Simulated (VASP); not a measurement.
Wanted: the native input for a VASP 6.6.1 run.

```yaml
Task: single point
Functional: r2SCAN
Potentials_or_basis: VASP PAW PBE potentials, release 64 (Si, Ge_d)
Cutoff: 520 eV
k_mesh: 6 × 6 × 4
Occupations: gaussian, width 0.01 eV
Spin: no spin polarisation
Dipole_correction: no
Further_INCAR_settings: ALGO = Normal; EDIFF = 1e-06; NBANDS = 26
```

The system is SiGe.

```
Si Ge
1.0
     3.92528    0.00000    0.00000
     0.00000    3.93059    0.00000
     0.00000    0.00000    5.53686
Si Ge
2 2
Cartesian
  2.9440 0.0000 4.8724
  0.9813 0.0000 0.6645
  0.9813 1.9653 2.0452
  2.9440 1.9653 3.4916
```

The input as run:

POSCAR

```
SiGe
1.0
    3.9252813566      0.0000000000      0.0000000000
    0.0000000000      3.9305886164      0.0000000000
    0.0000000000      0.0000000000      5.5368564597
Si Ge
2 2
Direct
    0.7500000000      0.0000000000      0.8799877310
    0.2500000000      0.0000000000      0.1200122690
    0.2500000000      0.5000000000      0.3693836838
    0.7500000000      0.5000000000      0.6306163162
```

INCAR.step1

```
ALGO = Normal
EDIFF = 1E-4
ENCUT = 520
GGA = PE
ISMEAR = 0
LASPH = T
LCHARG = F
LREAL = F
LWAVE = T
NBANDS = 26
NELM = 80
PREC = Accurate
SIGMA = 0.01
```

INCAR.step2

```
ALGO = Normal
EDIFF = 1E-6
ENCUT = 520
ISIF = 2
ISMEAR = 0
ISTART = 1
LASPH = T
LCHARG = F
LMIXTAU = T
LREAL = F
LWAVE = F
METAGGA = R2SCAN
NBANDS = 26
NELM = 80
PREC = Accurate
SIGMA = 0.01
```

KPOINTS

```
k-points
0
Gamma
  6 6 4
```

Potentials or basis: VASP PAW PBE potentials, release 64 (Si, Ge_d).

The run is started by

```sh
$ cat potpaw_PBE.64/Si/POTCAR potpaw_PBE.64/Ge_d/POTCAR > POTCAR
$ cp INCAR.step1 INCAR
$ mpirun -np 1 vasp_std > vasp.out
$ cp INCAR.step2 INCAR
$ mpirun -np 1 vasp_std > vasp.out
```

It gave:

```
Pressure               : 0.0 GPa
Largest force          : 0.019 eV/Å
Band gap on the k mesh : 0.61 eV, indirect (least direct gap 0.79 eV)
```

Caveat: the PAW data sets were made with another functional, which shifts forces and pressure a little.

Run time: 2 min on 1 thread of Intel(R) Xeon(R) 6975P-C (Granite Rapids), on a shared host, peak memory 0.25 GiB.
